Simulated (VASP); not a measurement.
# BAs (F-43m) in VASP: a series of runs

BAs is run at these levels: LDA; tasks: single point.

Program: VASP 6.6.1. These are calculated values, not measurements. Logs are shortened: lines on timing, memory, paths and dates and some standing lists are left out, and cuts for length are marked.

## (1) The cell of the first run

The structure is cubic, space group F-43m (No. 216). Conventional cell: a = 4.395 Å, b = 4.395 Å, c = 4.395 Å, α = 90.00°, β = 90.00°, γ = 90.00°. Within 2.5 Å of B (site symmetry -43m) lie 4 As at 1.90 Å. As (site symmetry -43m) has 4 B at 1.90 Å within 2.5 Å.

## (2) Single point, LDA (strain -0.080 along x and y, -0.080 along z)

The input, INCAR:

```
SYSTEM = BAs
  ALGO = Normal
  EDIFF = 1E-7
  ENCUT = 520
  ISIF = 2
  ISMEAR = 0
  LASPH = .True.
  LCHARG = .True.
  LELF = .True.
  LREAL = .False.
  LVHAR = .True.
  LWAVE = .False.
  NBANDS = 11
  NELM = 80
  PREC = Accurate
  SIGMA = 0.05
```

The input, KPOINTS:

```
k-points
0
Gamma
  10 10 10
  0 0 0
```

The input, POSCAR:

```
BAs
1.0
    0.0000000000      2.1974200000      2.1974200000
    2.1974200000      0.0000000000      2.1974200000
    2.1974200000      2.1974200000      0.0000000000
B As
1 1
Direct
    0.0000000000      0.0000000000      0.0000000000
    0.7500000000      0.7500000000      0.7500000000
```

Potentials or basis: VASP PAW LDA potentials, release 64 (B, As).

The run is started by

```console
$ cat potpaw_LDA.64/B/POTCAR potpaw_LDA.64/As/POTCAR > POTCAR
$ mpirun -np 1 vasp_std > vasp.out
```

OUTCAR:

```text
SYSTEM = BAs
   EDIFF = 1E-7
   ENCUT = 520
   ISIF = 2
   ISMEAR = 0
   LASPH = .True.
   LREAL = .False.
   NELM = 80
   PREC = Accurate

 ion  position               nearest neighbor table
   1  0.000  0.000  0.000-   2 1.90   2 1.90   2 1.90   2 1.90
   2  0.750  0.750  0.750-   1 1.90   1 1.90   1 1.90   1 1.90

  LATTYP: Found a face centered cubic cell.
 ALAT       =     4.3948400000

  Lattice vectors:

 A1 = (   0.0000000000,   2.1974200000,   2.1974200000)
 A2 = (   2.1974200000,   0.0000000000,   2.1974200000)
 A3 = (   2.1974200000,   2.1974200000,   0.0000000000)

Analysis of symmetry for initial positions (statically):
=====================================================================
 Subroutine PRICEL returns:
 Original cell was already a primitive cell.

 Routine SETGRP: Setting up the symmetry group for a
 face centered cubic supercell.

 Subroutine GETGRP returns: Found 24 space group operations
 (whereof 24 operations were pure point group operations)
 out of a pool of 48 trial point group operations.

The static configuration has the point symmetry T_d .

Analysis of symmetry for dynamics (positions and initial velocities):
=====================================================================
 Subroutine PRICEL returns:
 Original cell was already a primitive cell.

 Routine SETGRP: Setting up the symmetry group for a
 face centered cubic supercell.

 Subroutine GETGRP returns: Found 24 space group operations
 (whereof 24 operations were pure point group operations)
 out of a pool of 48 trial point group operations.

The dynamic configuration has the point symmetry T_d .

 Subroutine INISYM returns: Found 24 space group operations
 (whereof 24 operations are pure point group operations),
 and found     1 'primitive' translations

----------------------------------------------------------------------------------------

                                     Primitive cell

  volume of cell :      21.2212

  direct lattice vectors                    reciprocal lattice vectors
     0.000000000  2.197420000  2.197420000    -0.227539569  0.227539569  0.227539569
     2.197420000  0.000000000  2.197420000     0.227539569 -0.227539569  0.227539569
     2.197420000  2.197420000  0.000000000     0.227539569  0.227539569 -0.227539569

  length of vectors
     3.107621166  3.107621166  3.107621166     0.394110094  0.394110094  0.394110094

  position of ions in fractional coordinates (direct lattice)
     0.000000000  0.000000000  0.000000000
     0.750000000  0.750000000  0.750000000

  ion indices of the primitive-cell ions
   primitive index   ion index
                 1           1
                 2           2

----------------------------------------------------------------------------------------

 KPOINTS: k-points

Automatic generation of k-mesh.
 Grid dimensions read from file:
 generate k-points for:   10   10   10

 Generating k-lattice:

  Cartesian coordinates                     Fractional coordinates (reciprocal lattice)
    -0.022753957  0.022753957  0.022753957     0.100000000  0.000000000  0.000000000
     0.022753957 -0.022753957  0.022753957     0.000000000  0.100000000  0.000000000
     0.022753957  0.022753957 -0.022753957     0.000000000  0.000000000  0.100000000

  Length of vectors
     0.039411009  0.039411009  0.039411009

  Shift w.r.t. Gamma in fractional coordinates (k-lattice)
     0.000000000  0.000000000  0.000000000

 Subroutine IBZKPT returns following result:
 ===========================================

 Found     47 irreducible k-points:

 Following reciprocal coordinates:
            Coordinates               Weight
  0.000000  0.000000  0.000000      1.000000
  0.100000  0.000000  0.000000      8.000000
  0.200000  0.000000  0.000000      8.000000
  0.300000  0.000000  0.000000      8.000000
  0.400000  0.000000  0.000000      8.000000
  0.500000  0.000000  0.000000      4.000000
[... 16 lines left out ...]
  0.300000  0.300000  0.000000      6.000000
  0.400000  0.300000  0.000000     24.000000
 [... further k-points ...]
   k-points           NKPTS =     47   k-points in BZ     NKDIM =     47   number of bands    NBANDS=     11
   number of dos      NEDOS =    301   number of ions     NIONS =      2
   total plane-waves  NPLWV =  13824
   dimension x,y,z NGX =    24 NGY =   24 NGZ =   24
   dimension x,y,z NGXF=    48 NGYF=   48 NGZF=   48
   ions per type =               1   1
   NGX,Y,Z   is equivalent  to a cutoff of  12.84, 12.84, 12.84 a.u.
   NGXF,Y,Z  is equivalent  to a cutoff of  25.68, 25.68, 25.68 a.u.
 SYSTEM =  BAs
   PREC   = accura    normal or accurate (medium, high low for compatibility)
   ISTART =      0    job   : 0-new  1-cont  2-samecut
   ICHARG =      2    charge: 1-file 2-atom 10-const
   ISPIN  =      1    spin polarized calculation?
   LNONCOLLINEAR =      F non collinear calculations
   LSORBIT =      F    spin-orbit coupling
   LASPH  =      T    aspherical Exc in radial PAW
   ENCUT  =  520.0 eV  38.22 Ry    6.18 a.u.   5.78  5.78  5.78*2*pi/ulx,y,z
   NELM   =     80;   NELMIN=  2; NELMDL= -5     # of ELM steps
   EDIFF  = 0.1E-06   stopping-criterion for ELM
   LREAL  =      F    real-space projection
   EDIFFG = 0.1E-05   stopping-criterion for IOM
   NSW    =      0    number of steps for IOM
   IBRION =     -1    ionic relax: 0-MD 1-quasi-New 2-CG
   NFREE  =      0    steps in history (QN), initial steepest desc. (CG)
   ISIF   =      2    stress and relaxation
   ISYM   =      2    0-nonsym 1-usesym 2-fastsym
   POTIM  = 0.5000    time-step for ionic-motion
   TEBEG  =    0.0;   TEEND  =   0.0 temperature during run
   PSTRESS=    0.0 pullay stress
   NELECT =       8.0000    total number of electrons
   NUPDOWN=      -1.0000    fix difference up-down
   EMIN   =  10.00;   EMAX   =-10.00  energy-range for DOS
   EFERMI =   0.00;   METHOD = LEGACY
   ISMEAR =     0;   SIGMA  =   0.05  broadening in eV -4-tet -1-fermi 0-gaus
   EFERMI_NEDOS =   21; number of points for ismear=-14 and -15
   IALGO  =     38    algorithm
   IMIX   =      4    mixing-type and parameters
     AMIX     =   0.40;   BMIX     =  1.00
     AMIX_MAG =   1.60;   BMIX_MAG =  1.00
  volume/ion in A,a.u.               =      10.61        71.60
  Fermi-wavevector in a.u.,A,eV,Ry     =   1.182629  2.234844 19.029254  1.398611
  Thomas-Fermi vector in A             =   2.318879
   LORBIT       =      0    0 simple, 1 ext, 2 COOP (PROOUT), +10 PAW based schemes
   GGA     = CA    functional components
   LHFCALC =     F    Hartree Fock is set to
   AEXX    =    0.0000 exact exchange contribution
   IVDW    =     0    specifies the selected vdW correction
   LEPSILON=     F    determine dielectric tensor
   LRPA    =     F    only Hartree local field effects (RPA)
 non-spin polarized calculation
 Gauss-broadening in eV      SIGMA  =   0.05
  energy-cutoff  :      520.00
  volume of cell :       21.22
 maximum number of plane-waves:       588
   NGX = 11   NGY = 11   NGZ = 11

 number of electron       7.9999999 magnetization

 Free energy of the ion-electron system (eV)
  ---------------------------------------------------
  ext. energy  EPLUGINS =         0.00000000
  ---------------------------------------------------
  free energy    TOTEN  =       -12.17695157 eV

  energy without entropy =      -12.17695157  energy(sigma->0) =      -12.17695157

 E-fermi :   9.4996     XC(G=0): -11.8594

 val. band max:        9.2942912292   @ k =   0.0000   0.0000   0.0000
 cond. band min:      10.1795619379   @ k =   0.4000   0.4000   0.0000
 fundamental gap:      0.8852707087
 Fermi energy:         9.4995787356

 k-point     1 :       0.0000    0.0000    0.0000
  band No.  band energies     occupation
      1      -8.6064      2.00000
      2       9.2943      2.00000
      3       9.2943      2.00000
      4       9.2943      2.00000
      5      12.9308      0.00000
      6      12.9308      0.00000
      7      12.9308      0.00000
      8      17.2984      0.00000
      9      20.1871      0.00000
     10      23.4552      0.00000
     11      23.4552      0.00000

 k-point     2 :       0.1000    0.0000    0.0000
  band No.  band energies     occupation
      1      -8.4031      2.00000
      2       7.6950      2.00000
      3       8.9001      2.00000
      4       8.9001      2.00000
      5      13.4405      0.00000
      6      13.4405      0.00000
      7      13.4524      0.00000
      8      17.6863      0.00000
      9      21.0652      0.00000
     10      21.9584      0.00000
     11      21.9584      0.00000

 k-point     3 :       0.2000    0.0000    0.0000
  band No.  band energies     occupation
      1      -7.7988      2.00000
      2       4.8907      2.00000
      3       8.1762      2.00000
      4       8.1762      2.00000
      5      13.7245      0.00000
      6      14.2824      0.00000
      7      14.2824      0.00000
      8      18.4093      0.00000
      9      21.1034      0.00000
     10      21.1034      0.00000
     11      22.0665      0.00000

 k-point     4 :       0.3000    0.0000    0.0000
  band No.  band energies     occupation
      1      -6.8196      2.00000
      2       2.0994      2.00000
      3       7.5526      2.00000
      4       7.5526      2.00000
      5      13.7122      0.00000
      6      14.5863      0.00000
      7      14.5863      0.00000
      8      18.6930      0.00000
      9      21.8216      0.00000
     10      21.8216      0.00000
     11      22.4362      0.00000

 k-point     5 :       0.4000    0.0000    0.0000
  band No.  band energies     occupation
      1      -5.5751      2.00000
      2      -0.2905      2.00000
      3       7.1580      2.00000
      4       7.1580      2.00000
      5      13.6688      0.00000
      6      14.4348      0.00000
      7      14.4348      0.00000
      8      18.5010      0.00000
      9      23.3405      0.00000
     10      23.8700      0.00000
     11      23.8700      0.00000
[... 211 lines left out ...]
 k-point    21 :      -0.3000    0.2000    0.0000
  band No.  band energies     occupation
      1      -5.3351      2.00000
      2       0.9955      2.00000
      3       3.5814      2.00000
      4       6.8240      2.00000
      5      13.2148      0.00000
      6      15.9983      0.00000
      7      16.7472      0.00000
      8      18.9071      0.00000
      9      20.7076      0.00000
     10      23.1433      0.00000
     11      26.8444      0.00000

 k-point    22 :      -0.2000    0.2000    0.0000
  band No.  band energies     occupation
      1      -6.4897      2.00000
      2       3.0852      2.00000
      3       4.1011      2.00000
      4       7.6857      2.00000
      5      14.0085      0.00000
      6      15.1019      0.00000
      7      16.2981      0.00000
      8      17.7066      0.00000
      9      19.5850      0.00000
     10      23.5585      0.00000
     11      26.3217      0.00000

 k-point    23 :       0.3000    0.3000    0.0000
  band No.  band energies     occupation
      1      -6.2083      2.00000
      2       3.7558      2.00000
      3       5.1919      2.00000
      4       5.1919      2.00000
      5      10.5002      0.00000
      6      12.8629      0.00000
      7      19.3898      0.00000
      8      19.3898      0.00000
      9      22.6715      0.00000
     10      25.9207      0.00000
     11      27.7075      0.00000

 k-point    24 :       0.4000    0.3000    0.0000
  band No.  band energies     occupation
      1      -5.2629      2.00000
      2       2.1590      2.00000
      3       4.1965      2.00000
      4       4.8231      2.00000
      5      10.8205      0.00000
      6      12.6239      0.00000
      7      20.0258      0.00000
      8      20.0292      0.00000
      9      23.5254      0.00000
     10      26.9952      0.00000
     11      28.4879      0.00000

 [... further k-points ...]

------------------------ aborting loop because EDIFF is reached ----------------------------------------

  FORCE on cell =-STRESS in cart. coord.  units (eV):
  Direction    XX          YY          ZZ          XY          YZ          ZX
  --------------------------------------------------------------------------------------
  -------------------------------------------------------------------------------------
  Total        7.0559547      7.0559547      7.0559547     -0.0000000      0.0000000      0.0000000
  in kB      532.7177331    532.7177331    532.7177331     -0.0000000      0.0000000      0.0000000
  external PRESSURE =     532.7177331 kB  Pullay stress =       0.0000000 kB

 VOLUME and BASIS-vectors are now :
 -----------------------------------------------------------------------------
  energy-cutoff  :      520.00
  volume of cell :       21.22
      direct lattice vectors                 reciprocal lattice vectors
     0.000000000  2.197420000  2.197420000    -0.227539569  0.227539569  0.227539569
     2.197420000  0.000000000  2.197420000     0.227539569 -0.227539569  0.227539569
     2.197420000  2.197420000  0.000000000     0.227539569  0.227539569 -0.227539569

 POSITION                                       TOTAL-FORCE (eV/Angst)
 -----------------------------------------------------------------------------------
      0.00000      0.00000      0.00000        -0.000000     -0.000000     -0.000000
      3.29613      3.29613      3.29613         0.000000      0.000000      0.000000
 -----------------------------------------------------------------------------------
    total drift:                                0.000000      0.000000      0.000000

  FREE ENERGIE OF THE ION-ELECTRON SYSTEM (eV)
  ---------------------------------------------------
  free  energy   TOTEN  =       -12.1769515685 eV

  energy  without entropy=      -12.1769515685  energy(sigma->0) =      -12.17695157
```

It took 4.7 s on 1 thread of Intel Xeon Platinum 8488C (Sapphire Rapids), shared host; peak memory 0.13 GiB.

What came out:

| Property | Result |
| --- | --- |
| Free energy | -12.1770 eV |
| Pressure | 53.3 GPa |
| Band gap on the k mesh | 0.89 eV, indirect (least direct gap 3.64 eV) |

Caveat: the cell differs from its parent crystal (strain -0.080 along x and y, -0.080 along z). A k mesh can miss the band edges.

## (3) Single point, LDA (strain -0.040 along x and y, -0.040 along z)

The input, INCAR:

```
PREC = Accurate
ENCUT = 520
EDIFF = 1E-7
ISMEAR = 0
SIGMA = 0.05
LREAL = F
LASPH = T
NELM = 80
ALGO = Normal
ISIF = 2
LWAVE = F
LCHARG = F
GGA = CA
NBANDS = 11
```

The input, KPOINTS:

```
Automatic mesh
0
Gamma
  10 10 10
```

The input, POSCAR:

```
BAs
1.0
    0.0000000000      2.2929600000      2.2929600000
    2.2929600000      0.0000000000      2.2929600000
    2.2929600000      2.2929600000      0.0000000000
B As
1 1
Direct
    0.0000000000      0.0000000000      0.0000000000
    0.7500000000      0.7500000000      0.7500000000
```

Potentials or basis: VASP PAW LDA potentials, release 64 (B, As).

The run is started by

```console
$ cat potpaw_LDA.64/B/POTCAR potpaw_LDA.64/As/POTCAR > POTCAR
$ mpirun -np 1 vasp_std > vasp.out
```

OUTCAR:

```text
PREC = Accurate
   ENCUT = 520
   EDIFF = 1E-7
   ISMEAR = 0
   LREAL = F
   LASPH = T
   NELM = 80
   ISIF = 2
   GGA = CA

 ion  position               nearest neighbor table
   1  0.000  0.000  0.000-   2 1.99   2 1.99   2 1.99   2 1.99
   2  0.750  0.750  0.750-   1 1.99   1 1.99   1 1.99   1 1.99

  LATTYP: Found a face centered cubic cell.
 ALAT       =     4.5859200000

  Lattice vectors:

 A1 = (   0.0000000000,   2.2929600000,   2.2929600000)
[... 522 lines left out ...]
------------------------ aborting loop because EDIFF is reached ----------------------------------------

  FORCE on cell =-STRESS in cart. coord.  units (eV):
  Direction    XX          YY          ZZ          XY          YZ          ZX
  --------------------------------------------------------------------------------------
  -------------------------------------------------------------------------------------
  Total        2.7389187      2.7389187      2.7389187      0.0000000      0.0000000      0.0000000
  in kB      181.9995431    181.9995431    181.9995431      0.0000000      0.0000000      0.0000000
  external PRESSURE =     181.9995431 kB  Pullay stress =       0.0000000 kB

 VOLUME and BASIS-vectors are now :
 -----------------------------------------------------------------------------
  energy-cutoff  :      520.00
  volume of cell :       24.11
      direct lattice vectors                 reciprocal lattice vectors
     0.000000000  2.292960000  2.292960000    -0.218058754  0.218058754  0.218058754
     2.292960000  0.000000000  2.292960000     0.218058754 -0.218058754  0.218058754
     2.292960000  2.292960000  0.000000000     0.218058754  0.218058754 -0.218058754

 POSITION                                       TOTAL-FORCE (eV/Angst)
 -----------------------------------------------------------------------------------
      0.00000      0.00000      0.00000         0.000000      0.000000      0.000000
      3.43944      3.43944      3.43944        -0.000000     -0.000000     -0.000000
 -----------------------------------------------------------------------------------
    total drift:                               -0.000000     -0.000000     -0.000000

  FREE ENERGIE OF THE ION-ELECTRON SYSTEM (eV)
  ---------------------------------------------------
  free  energy   TOTEN  =       -12.7926128261 eV

  energy  without entropy=      -12.7926128261  energy(sigma->0) =      -12.79261283
```

stdout:

```text
POSCAR found type information on POSCAR B As
 POSCAR found :  2 types and       2 ions
 scaLAPACK will be used
 LDA part: xc-table for (Slater(with rela. corr.)+CA(PZ))
 , standard interpolation
 POSCAR, INCAR and KPOINTS ok, starting setup
 FFT: planning ... GRIDC
 FFT: planning ... GRID_SOFT
 FFT: planning ... GRID
 WAVECAR not read
 entering main loop
```

Wall time 4.5 s (1 thread of Intel Xeon Platinum 8488C (Sapphire Rapids), shared host); peak memory 0.13 GiB.

What came out:

| Item | Value |
| --- | --- |
| Free energy | -12.7926 eV |
| Pressure | 18.2 GPa |
| Band gap on the k mesh | 1.01 eV, indirect (least direct gap 3.42 eV) |

Caveat: the cell differs from its parent crystal (strain -0.040 along x and y, -0.040 along z). A k mesh can miss the band edges.

[end of part 1 of 2]
